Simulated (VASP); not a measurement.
A run of VASP 6.6.1 is set up as follows.

INCAR

```
PREC     = Accurate       # precision mode
ENCUT    = 600            # plane-wave cutoff, eV
EDIFF    = 1E-6           # SCF threshold, eV
ISMEAR   = -1             # smearing method
SIGMA    = 0.05           # smearing width, eV
LREAL    = False          # projectors in reciprocal space
LASPH    = True           # aspherical terms in the spheres
NELM     = 200            # most SCF steps
ALGO     = Normal         # electronic algorithm
ISIF     = 2              # what is computed and relaxed
LWAVE    = False          # write WAVECAR
LCHARG   = True           # write CHGCAR
ISPIN    = 2              # spin polarisation
MAGMOM   = 3.12           # initial moments
LORBIT   = 11             # projections on sites
NUPDOWN  = 3.12           # fixed moment
LMAXMIX  = 4              # l up to which the mixer works
GGA      = PE             # functional
LELF     = True           # ELF
LVHAR    = True         
NBANDS   = 14             # bands
GGA_COMPAT= False
```

File KPOINTS:

```
Automatic mesh
0
Gamma
  13 13 13
```

POSCAR

```
Fe
1.0
   -1.4475000000      1.4475000000      1.4475000000
    1.4475000000     -1.4475000000      1.4475000000
    1.4475000000      1.4475000000     -1.4475000000
Fe
1
Direct
    0.0000000000      0.0000000000      0.0000000000
```

Potentials or basis: VASP PAW PBE potentials, release 64 (Fe).

Run with:

```sh
$ cat potpaw_PBE.64/Fe/POTCAR > POTCAR
$ mpirun -np 1 vasp_std > vasp.out
```

Q: Predict the pressure.

A: 10.7 GPa.

Caveat: the total moment is fixed, so each spin has its own Fermi level.
